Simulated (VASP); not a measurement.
# Bi2Te3 (R3m) in VASP: notebook, part 2 of 2

VASP 6.6.1. The steps go on from the part before.

## 4. Single point, PBE

This run uses another cell than the first one, of 33.95 Å³/atom.

The input, INCAR:

```
PREC = Accurate ; ENCUT = 520
EDIFF = 1E-6 ; ISMEAR = -1
SIGMA = 0.05 ; LREAL = False
LASPH = True ; NELM = 80
ALGO = Normal ; ISIF = 2
LWAVE = False ; LCHARG = False
GGA = PE ; NBANDS = 32
```

The input, KPOINTS:

```
regular mesh
0
Gamma
  6 6 6
```

The input, POSCAR:

```
Bi2Te3
1.0
    2.2158372632      1.2793161773      9.9797156580
   -2.2158372632      1.2793161773      9.9797156580
    0.0000000000     -2.5586323546      9.9797156580
Bi Te
2 3
Direct
    0.1880000000      0.1880000000      0.1880000000
    0.5980000000      0.5980000000      0.5980000000
    0.3890000000      0.3890000000      0.3890000000
    0.8000000000      0.8000000000      0.8000000000
    0.0000000000      0.0000000000      0.0000000000
```

Potentials or basis: VASP PAW PBE potentials, release 64 (Bi_d, Te).

Started as:

```bash
cat potpaw_PBE.64/Bi_d/POTCAR potpaw_PBE.64/Te/POTCAR > POTCAR
mpirun -np 1 vasp_std > vasp.out
```

OUTCAR:

```text
PREC = Accurate
   ENCUT = 520
   EDIFF = 1E-6
   ISMEAR = -1
   LREAL = False
   LASPH = True
   NELM = 80
   ISIF = 2
   GGA = PE

 ion  position               nearest neighbor table
   1  0.188  0.188  0.188-   4 3.04   4 3.04   4 3.04   2 3.44   2 3.44   2 3.44
   2  0.598  0.598  0.598-   5 3.28   5 3.28   5 3.28   1 3.44   1 3.44   1 3.44
   3  0.389  0.389  0.389-   5 3.05   5 3.05   5 3.05   4 3.46   4 3.46   4 3.46
   4  0.800  0.800  0.800-   1 3.04   1 3.04   1 3.04   3 3.46   3 3.46   3 3.46
   5  0.000  0.000  0.000-   3 3.05   3 3.05   3 3.05   2 3.28   2 3.28   2 3.28

  LATTYP: Found a trigonal (rhomboedric) cell.
 ALAT       =    10.3024904403
 COS(alpha) =     0.9074828525

  Lattice vectors:

 A1 = (   2.2158372632,   1.2793161773,   9.9797156580)
 A2 = (  -2.2158372632,   1.2793161773,   9.9797156580)
 A3 = (   0.0000000000,  -2.5586323546,   9.9797156580)

Analysis of symmetry for initial positions (statically):
=====================================================================
 Subroutine PRICEL returns:
 Original cell was already a primitive cell.

 Routine SETGRP: Setting up the symmetry group for a
 trigonal (rhombohedral) supercell.

 Subroutine GETGRP returns: Found  6 space group operations
 (whereof  6 operations were pure point group operations)
 out of a pool of 12 trial point group operations.

The static configuration has the point symmetry C_3v.

Analysis of symmetry for dynamics (positions and initial velocities):
=====================================================================
 Subroutine PRICEL returns:
 Original cell was already a primitive cell.

 Routine SETGRP: Setting up the symmetry group for a
 trigonal (rhombohedral) supercell.

 Subroutine GETGRP returns: Found  6 space group operations
 (whereof  6 operations were pure point group operations)
 out of a pool of 12 trial point group operations.

The dynamic configuration has the point symmetry C_3v.

 Subroutine INISYM returns: Found  6 space group operations
 (whereof  6 operations are pure point group operations),
 and found     1 'primitive' translations
[... 123 lines left out ...]
  Fermi-wavevector in a.u.,A,eV,Ry     =   1.074551  2.030606 15.710088  1.154659
  Thomas-Fermi vector in A             =   2.210382
   LORBIT       =      0    0 simple, 1 ext, 2 COOP (PROOUT), +10 PAW based schemes
   GGA     = PE    functional components
   LHFCALC =     F    Hartree Fock is set to
   AEXX    =    0.0000 exact exchange contribution
   IVDW    =     0    specifies the selected vdW correction
   LEPSILON=     F    determine dielectric tensor
   LRPA    =     F    only Hartree local field effects (RPA)
 non-spin polarized calculation
  energy-cutoff  :      520.00
  volume of cell :      169.74
 maximum number of plane-waves:      4590
 NGX is ok and might be reduce to    80
   NGX = 39   NGY = 39   NGZ = 39

 number of electron      48.0000002 magnetization

 Free energy of the ion-electron system (eV)
  ---------------------------------------------------
  ext. energy  EPLUGINS =         0.00000000
  ---------------------------------------------------
  free energy    TOTEN  =       -16.91818769 eV

  energy without entropy =      -16.90404604  energy(sigma->0) =      -16.91111686

 E-fermi :   6.3002     XC(G=0):  -9.3578

 val. band max:        6.2982903794   @ k =   0.5000   0.3333   0.0000
 cond. band min:       6.3252289980   @ k =   0.5000   0.5000   0.3333
 fundamental gap:      0.0269386186
 Fermi energy:         6.3002002170

 k-point     1 :       0.0000    0.0000    0.0000
  band No.  band energies     occupation
      1     -16.8201      2.00000
      2     -16.8201      2.00000
      3     -16.7954      2.00000
      4     -16.7954      2.00000
      5     -16.7914      2.00000
      6     -16.2054      2.00000
[... 829 lines left out ...]
     31      10.6408      0.00000
     32      11.4522      0.00000

 [... further k-points ...]

------------------------ aborting loop because EDIFF is reached ----------------------------------------

  FORCE on cell =-STRESS in cart. coord.  units (eV):
  Direction    XX          YY          ZZ          XY          YZ          ZX
  --------------------------------------------------------------------------------------
  -------------------------------------------------------------------------------------
  Total        1.5439713      1.5439760      0.4995071      0.0000000     -0.0000000      0.0000000
  in kB       14.5735261     14.5735703      4.7148409      0.0000000     -0.0000000      0.0000000
  external PRESSURE =      11.2873124 kB  Pullay stress =       0.0000000 kB

 VOLUME and BASIS-vectors are now :
 -----------------------------------------------------------------------------
  energy-cutoff  :      520.00
  volume of cell :      169.74
      direct lattice vectors                 reciprocal lattice vectors
     2.215837263  1.279316177  9.979715658     0.225648340  0.130277933  0.033401085
    -2.215837263  1.279316177  9.979715658    -0.225648340  0.130277933  0.033401085
     0.000000000 -2.558632355  9.979715658     0.000000000 -0.260555865  0.033401085

 POSITION                                       TOTAL-FORCE (eV/Angst)
 -----------------------------------------------------------------------------------
      0.00000      0.00000      5.62856         0.000000     -0.000000      0.812299
      0.00000      0.00000     17.90361         0.000000     -0.000000      0.483190
      0.00000      0.00000     11.64633         0.000000     -0.000000      0.684804
      0.00000      0.00000     23.95132         0.000000      0.000000     -0.770326
      0.00000      0.00000      0.00000         0.000000     -0.000000     -1.209966
 -----------------------------------------------------------------------------------
    total drift:                                0.000000     -0.000017      0.000118

  FREE ENERGIE OF THE ION-ELECTRON SYSTEM (eV)
  ---------------------------------------------------
  free  energy   TOTEN  =       -16.9181876874 eV

  energy  without entropy=      -16.9040460419  energy(sigma->0) =      -16.91111686
```

stdout:

```text
POSCAR found type information on POSCAR BiTe
 POSCAR found :  2 types and       5 ions
 scaLAPACK will be used
 LDA part: xc-table for (Slater+PW92), standard interpolation
 POSCAR, INCAR and KPOINTS ok, starting setup
 FFT: planning ... GRIDC
 FFT: planning ... GRID_SOFT
 FFT: planning ... GRID
 WAVECAR not read
 entering main loop
```

Wall time 6.4 min (1 thread of Intel Xeon 6975P-C (Granite Rapids), shared host); peak memory 0.96 GiB.

Results:

```
Free energy            : -16.9182 eV
Pressure               : 1.1 GPa
Largest force          : 1.210 eV/Å
Band gap on the k mesh : zero (bands 24 and 25 overlap by 0.10 eV)
```

Forces on the atoms (eV/Å):
```
Bi   0.000  0.000  0.812
Bi   0.000  0.000  0.483
Te   0.000  0.000  0.685
Te   0.000  0.000 -0.770
Te   0.000  0.000 -1.210
```

Caveat: spin-orbit coupling is left out, which moves the levels of the heavy elements; forces of over 1 eV/Å act on the atoms, so gaps and moduli don't describe the material at rest.

## 5. Single point, PBE

This run uses another cell than the first one, of 34.96 Å³/atom.

The input, INCAR:

```
SYSTEM = Bi2Te3
  ALGO = Normal
  EDIFF = 1E-6
  ENCUT = 520
  GGA = PE
  ISIF = 2
  ISMEAR = -1
  LASPH = .True.
  LCHARG = .False.
  LREAL = .False.
  LWAVE = .False.
  NBANDS = 32
  NELM = 60
  PREC = Accurate
  SIGMA = 0.05
```

The input, KPOINTS:

```
k-points
0
Gamma
  6 6 6
  0 0 0
```

POSCAR, as its differences from that of step 4:

```diff
@@ -2,5 +2,5 @@
 1.0
-    2.2158372632      1.2793161773      9.9797156580
-   -2.2158372632      1.2793161773      9.9797156580
-    0.0000000000     -2.5586323546      9.9797156580
+    2.2375625433      1.2918592926     10.0775622472
+   -2.2375625433      1.2918592926     10.0775622472
+    0.0000000000     -2.5837185852     10.0775622472
 Bi Te
```

Started as:

```bash
cat potpaw_PBE.64/Bi_d/POTCAR potpaw_PBE.64/Te/POTCAR > POTCAR
mpirun -np 1 vasp_std > vasp.out
```

It took 6.5 min on 1 thread of Intel Xeon 6975P-C (Granite Rapids), shared host; peak memory 0.92 GiB.

It converged, with:

```
Free energy            : -16.9322 eV
Pressure               : -0.3 GPa
Largest force          : 1.114 eV/Å
Band gap on the k mesh : zero (bands 24 and 25 overlap by 0.10 eV)
```

Forces on the atoms (eV/Å):
```
Bi   0.000  0.000  0.665
Bi   0.000  0.000  0.499
Te   0.000  0.000  0.548
Te   0.000  0.000 -0.599
Te   0.000  0.000 -1.114
```

Stress tensor (GPa, compression positive):
```
 0.08  0.00  0.00
 0.00  0.08  0.00
 0.00  0.00 -0.94
```

Levels at points of the mesh, in eV from the Fermi level:
```tsv
k point	band 20	band 21	band 22	band 23	band 24	band 25	band 26	band 27	band 28	band 29
(0.00, 0.00, 0.00)	-1.99	-1.99	-0.45	-0.37	-0.37	-0.07	0.34	0.34	2.10	2.10
(0.50, 0.00, 0.00)	-3.09	-3.04	-2.03	-0.23	-0.21	-0.09	0.50	2.42	2.76	3.35
(0.50, 0.50, 0.00)	-2.78	-2.18	-1.71	-0.96	-0.42	0.40	1.16	1.71	2.45	2.55
(0.50, 0.50, 0.50)	-1.96	-1.75	-0.87	-0.60	-0.60	0.43	0.88	0.88	1.65	1.65
```

Caveat: spin-orbit coupling is left out, which moves the levels of the heavy elements; forces of over 1 eV/Å act on the atoms, so gaps and moduli don't describe the material at rest.

## 6. Single point, PBE

This run uses another cell than the first one, of 35.96 Å³/atom.

The input, INCAR:

```
SYSTEM = Bi2Te3
ALGO     = Normal         ! electronic algorithm
EDIFF    = 1E-6           ! SCF threshold, eV
ENCUT    = 520            ! plane-wave cutoff, eV
GGA      = PE             ! functional
ISIF     = 2              ! what is computed and relaxed
ISMEAR   = -1             ! smearing method
LASPH    = .TRUE.         ! aspherical terms in the spheres
LCHARG   = .FALSE.        ! write CHGCAR
LREAL    = .FALSE.        ! projectors in reciprocal space
LWAVE    = .FALSE.        ! write WAVECAR
NBANDS   = 32             ! bands
NELM     = 100            ! most SCF steps
PREC     = Accurate       ! precision mode
SIGMA    = 0.05           ! smearing width, eV
```

The input, KPOINTS:

```
k-points
0
G
  6 6 6
  0 0 0
```

POSCAR, as its differences from that of step 5:

```diff
@@ -2,5 +2,5 @@
 1.0
-    2.2375625433      1.2918592926     10.0775622472
-   -2.2375625433      1.2918592926     10.0775622472
-    0.0000000000     -2.5837185852     10.0775622472
+    2.2588739454      1.3041634550     10.1735448072
+   -2.2588739454      1.3041634550     10.1735448072
+    0.0000000000     -2.6083269100     10.1735448072
 Bi Te
```

Potentials or basis: VASP PAW PBE potentials, release 64 (Bi_d, Te).

Started as:

```bash
cat potpaw_PBE.64/Bi_d/POTCAR potpaw_PBE.64/Te/POTCAR > POTCAR
mpirun -np 1 vasp_std > vasp.out
```

Wall time 7.4 min (1 thread of Intel Xeon 6975P-C (Granite Rapids), shared host); peak memory 0.96 GiB.

Results (log left out):

```yaml
Free_energy: -16.9060 eV
Pressure: -1.4 GPa
Largest_force: 1.025 eV/Å
Band_gap_on_the_k_mesh: zero (bands 24 and 25 overlap by 0.10 eV)
```

Forces in eV/Å, atoms in the order of the input:
```
Bi   0.000  0.000  0.533
Bi   0.000  0.000  0.511
Te   0.000  0.000  0.424
Te   0.000  0.000 -0.444
Te   0.000  0.000 -1.025
```

Stress tensor (GPa, compression positive):
```
-1.08  0.00  0.00
 0.00 -1.08  0.00
 0.00  0.00 -2.14
```

Levels at points of the mesh, in eV from the Fermi level:
| k point | band 20 | band 21 | band 22 | band 23 | band 24 | band 25 | band 26 | band 27 | band 28 | band 29 |
| --- | --- | --- | --- | --- | --- | --- | --- | --- | --- | --- |
| (0.00, 0.00, 0.00) | -1.92 | -1.92 | -0.46 | -0.33 | -0.33 | -0.09 | 0.36 | 0.36 | 2.06 | 2.06 |
| (0.50, 0.00, 0.00) | -2.99 | -2.93 | -1.94 | -0.21 | -0.20 | -0.09 | 0.51 | 2.33 | 2.76 | 3.25 |
| (0.50, 0.50, 0.00) | -2.67 | -2.13 | -1.65 | -0.90 | -0.40 | 0.41 | 1.16 | 1.66 | 2.41 | 2.50 |
| (0.50, 0.50, 0.50) | -1.89 | -1.72 | -0.88 | -0.56 | -0.56 | 0.42 | 0.87 | 0.87 | 1.63 | 1.63 |

Caveat: spin-orbit coupling is left out, which moves the levels of the heavy elements; forces of over 1 eV/Å act on the atoms, so gaps and moduli don't describe the material at rest.

## 7. Summary

| cell | gap on the mesh (eV) | pressure (GPa) | largest force (eV/Å) |
| --- | --- | --- | --- |
| a = 10.094 Å, angles 24.8°, 5 atoms | none | 4.7 | 1.43 |
| a = 10.199 Å, angles 24.8°, 5 atoms | none | 2.8 | 1.31 |
| a = 10.302 Å, angles 24.8°, 5 atoms | none | 1.1 | 1.21 |
| a = 10.404 Å, angles 24.8°, 5 atoms | none | -0.3 | 1.11 |
| a = 10.503 Å, angles 24.8°, 5 atoms | none | -1.4 | 1.02 |

Alike in all rows: task single point; level PBE; potentials or basis VASP PAW PBE potentials, release 64 (Bi_d, Te); no spin polarisation; k mesh 6 × 6 × 6; cutoff (eV) 520; smearing fermi-dirac 0.05 eV.

Caveats: spin-orbit coupling is left out, which moves the levels of the heavy elements; forces of over 1 eV/Å act on the atoms, so gaps and moduli don't describe the material at rest; the cell stands under pressure (at least some runs).

Absolute energies hang on the potentials; compare differences alone.
